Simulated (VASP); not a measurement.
Write the native input for VASP 6.6.1 that does the following.

- Task: single point
- Functional: r2SCAN
- Potentials or basis: VASP PAW PBE potentials, release 64 (Sr_sv, Cl)
- Cutoff: 520 eV
- k mesh: 6 × 6 × 6
- Occupations: gaussian, width 0.02 eV
- Spin: no spin polarisation
- Dipole correction: no
- Further INCAR settings: ALGO = Normal; EDIFF = 1e-06; NBANDS = 19

The system is SrCl2.

```
Sr Cl
1.0
     0.00000    3.56869    3.56869
     3.56869    0.00000    3.56869
     3.56869    3.56869    0.00000
Sr Cl
1 2
Direct
  0.00000 0.00000 0.00000
  0.25000 0.25000 0.25000
  0.75000 0.75000 0.75000
```

The input as run:

POSCAR

```
SrCl2
1.0
    0.0000000000      3.5686908883      3.5686908883
    3.5686908883      0.0000000000      3.5686908883
    3.5686908883      3.5686908883      0.0000000000
Sr Cl
1 2
Direct
    0.0000000000      0.0000000000      0.0000000000
    0.2500000000      0.2500000000      0.2500000000
    0.7500000000      0.7500000000      0.7500000000
```

INCAR.step1

```
SYSTEM = SrCl2
ALGO = Normal
EDIFF = 1E-4
ENCUT = 520
GGA = PE
ISMEAR = 0
LASPH = .True.
LCHARG = .False.
LREAL = .False.
LWAVE = .True.
NBANDS = 19
NELM = 80
PREC = Accurate
SIGMA = 0.02
```

INCAR.step2

```
SYSTEM = SrCl2
ALGO = Normal
EDIFF = 1E-6
ENCUT = 520
ISIF = 2
ISMEAR = 0
ISTART = 1
LASPH = .True.
LCHARG = .False.
LMIXTAU = .True.
LREAL = .False.
LWAVE = .False.
METAGGA = R2SCAN
NBANDS = 19
NELM = 80
PREC = Accurate
SIGMA = 0.02
```

KPOINTS

```
k-points
0
Gamma
  6 6 6
  0 0 0
```

Potentials or basis: VASP PAW PBE potentials, release 64 (Sr_sv, Cl).

Command:

```sh
$ cat potpaw_PBE.64/Sr_sv/POTCAR potpaw_PBE.64/Cl/POTCAR > POTCAR
$ cp INCAR.step1 INCAR
$ mpirun -np 1 vasp_std > vasp.out
$ cp INCAR.step2 INCAR
$ mpirun -np 1 vasp_std > vasp.out
```

Results of the run:

```json
{
  "Pressure": "-2.0 GPa",
  "Band gap on the k mesh": "5.71 eV (least direct gap 6.02 eV)"
}
```

Caveat: the PAW data sets were made with another functional, which shifts forces and pressure a little.

Wall time 68 s on 1 thread of Intel(R) Xeon(R) 6975P-C (Granite Rapids) (shared host), peak memory 0.25 GiB.
